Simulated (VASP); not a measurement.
Here is a VASP 6.6.1 calculation.

File INCAR:

```
ALGO = Normal ; EDIFF = 1E-6
ENCUT = 520 ; GGA = PE
ISIF = 2 ; ISMEAR = 0
LASPH = True ; LCHARG = False
LREAL = False ; LWAVE = False
NBANDS = 56 ; NELM = 100
PREC = Accurate ; SIGMA = 0.1
```

Contents of KPOINTS:

```
k-points
0
Gamma
  6 6 6
```

File POSCAR:

```
In3Cl
1.0
    6.6270351617      0.0000000000      0.0000000000
   -3.3135175809      5.7391808018      0.0000000000
    0.0000000000      0.0000000000      6.0363637227
In Cl
6 2
Direct
    0.3331763612      0.1665881806      0.7500000000
    0.8334118194      0.1665881806      0.7500000000
    0.8334118194      0.6668236388      0.7500000000
    0.6668236388      0.8334118194      0.2500000000
    0.1665881806      0.8334118194      0.2500000000
    0.1665881806      0.3331763612      0.2500000000
    0.6666666667      0.3333333333      0.2500000000
    0.3333333333      0.6666666667      0.7500000000
```

Potentials or basis: VASP PAW PBE potentials, release 64 (In_d, Cl).

Command:

```console
$ cat potpaw_PBE.64/In_d/POTCAR potpaw_PBE.64/Cl/POTCAR > POTCAR
$ mpirun -np 1 vasp_std > vasp.out
```

Task: Estimate the band gap on the k mesh.

Result: Zero (bands 46 and 47 overlap by 1.50 eV).

Task: Estimate the pressure.

Result: 0.0 GPa.

Caveat: spin-orbit coupling is left out, which moves the levels of the heavy elements.
